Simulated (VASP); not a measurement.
Runs of VASP 6.6.1 on AlN. The structure is that of space group Fm-3m (No. 225), or close to it. The cells are those of the table. 

```csv
level,cell,k mesh,smearing,grid for exact exchange (PRECFOCK),share of exact exchange,screening parameter,gap on the mesh (eV),pressure (GPa)
PBE,"a = 2.855, b = 2.855, c = 2.820 Å, angles 60.4, 60.4, 60.8°, 2 atoms",10 × 10 × 10,fermi-dirac 0.02 eV,-,-,-,(b),6.2
r2SCAN,"a = 3.022 Å, angles 60.0°, 2 atoms",10 × 10 × 10,gaussian 0.01 eV,-,-,-,3.91,-34.2
HSE06,"a = 3.022 Å, angles 60.0°, 2 atoms",8 × 8 × 8,gaussian 0.01 eV,Normal,0.25,0.2079 1/Å,4.32,-34.8
r2SCAN,"a = 2.855, b = 2.855, c = 2.820 Å, angles 60.4, 60.4, 60.8°, 2 atoms",10 × 10 × 10,gaussian 0.01 eV,-,-,-,5.09,(c)
PBE,"a = 3.022 Å, angles 60.0°, 2 atoms",10 × 10 × 10,fermi-dirac 0.02 eV,-,-,-,3.11,(a)
```

Alike in all rows: task single point; potentials or basis VASP PAW PBE potentials, release 64 (Al, N); no spin polarisation; cutoff (eV) 520.

Q: Estimate the missing entries.

A: (a) -27.5; (b) 4.28; (c) -0.7.

Caveats: the structure was generated, so it needn't be the stable form of AlN; the cell stands under tension (at least some runs); the PAW data sets were made with another functional, which shifts forces and pressure a little (at least some runs); the cell stands under pressure (at least some runs).

A k mesh can miss the band edges.
